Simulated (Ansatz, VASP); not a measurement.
**Ir: VASP beside Ansatz**

```
Ir
1.0
     0.00000    1.88084    1.88084
     1.88084    0.00000    1.88084
     1.88084    1.88084    0.00000
Ir
1
Cartesian
  0.0000 0.0000 0.0000
```

Change from the starting cell: volume scaled by 0.9405.

Alike in both runs: task single point; functional PBE; k mesh 15 × 15 × 15; occupations fermi-dirac, width 0.05 eV; no spin polarisation.

|  | VASP | Ansatz |
| --- | --- | --- |
| version | VASP 6.6.1 | Ansatz 0.2.0 |
| potentials or method | VASP PAW PBE potentials, release 64 (Ir), cutoff 520 eV | all-electron LAPW, scalar-relativistic |

```tsv
	VASP	Ansatz	Ansatz less VASP
pressure (GPa)	38.0	36.8	-1.14
```

Both programs put the cell under a high pressure, so it lies far from rest at this level. Ansatz ran all-electron here, and VASP with PAW potentials.

Neither program's run includes spin-orbit coupling.
